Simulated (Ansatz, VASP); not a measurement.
## C: VASP beside Ansatz

```
C
1.0
     2.46498    0.00000    0.00000
    -1.23249    2.13474    0.00000
     0.00000    0.00000    6.73843
C
4
Direct
  0.00000 0.00000 0.00250
  0.00000 0.00000 0.50250
  0.33333 0.66667 0.00250
  0.66667 0.33333 0.50250
```

Alike in both runs: functional PBE; dispersion D3(BJ); k mesh 18 × 18 × 6; occupations fermi-dirac, width 0.15 eV; no spin polarisation.

Ansatz relaxed the structure, and its values are those at the end. VASP's run is a single point on that final structure, the one shown.

|  | VASP | Ansatz |
| --- | --- | --- |
| version | VASP 6.6.1 | Ansatz 0.2.0 |
| potentials or method | VASP PAW PBE potentials, release 64 (C), cutoff 520 eV | scalar-relativistic, plane waves, PAW |
| valence electrons in the cell | 16 | 16 |

Ansatz gave:

- gap on the k mesh at the Fermi level (eV): none
- pressure (GPa): 0.0

Q: What did VASP give for the same quantities?

A: gap on the k mesh at the Fermi level (eV): none; pressure (GPa): 0.4.

A gap of «none» marks a metal or a gap that the smearing closes.
